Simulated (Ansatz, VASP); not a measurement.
## CoO in VASP and in Ansatz

```
Co O
1.0
     3.19765    0.00000    0.00000
    -1.59882    2.76924    0.00000
     0.00000    0.00000    5.22871
Co O
2 2
Direct
  0.00000 0.00000 0.00347
  0.33333 0.66667 0.50336
  0.00000 0.00000 0.37161
  0.33333 0.66667 0.87156
```

Alike in both runs: task single point; functional LDA; k mesh 12 × 12 × 6; occupations gaussian, width 0.02 eV; collinear spin.

|  | VASP | Ansatz |
| --- | --- | --- |
| version | VASP 6.6.1 | Ansatz 0.2.0 |
| potentials or method | VASP PAW LDA potentials, release 64 (Co, O), cutoff 520 eV | scalar-relativistic, plane waves, PAW |
| valence electrons in the cell | 30 | 46 |

|  | VASP | Ansatz | Ansatz less VASP |
| --- | --- | --- | --- |
| gap on the k mesh at the Fermi level (eV) | none | none | - |
| pressure (GPa) | -18.7 | -18.0 | +0.72 |
| traceless stress, the component that is largest in VASP (GPa) | 1.78 | 1.77 | -0.015 |
| rms of the force components (eV/Å) | 0.024 | 0.039 | +0.0150 |
| net moment per atom (μB) | 0.00 | 0.00 | 0.000 |
| size of the moment on the site where the two differ most (μB) | 2.05 | 1.99 | -0.061 |

LDA's correlation is that of Perdew and Zunger in VASP and of Perdew and Wang (1992) in Ansatz. Site moments also hang on the region over which each program counts them. Atom by atom the forces differ by 0.015 eV/Å (rms over components). A gap of «none» marks a metal or a gap that the smearing closes. VASP's potentials hold 30 valence electrons a cell and Ansatz's 46, so a difference there can come from the potentials and not from the codes.
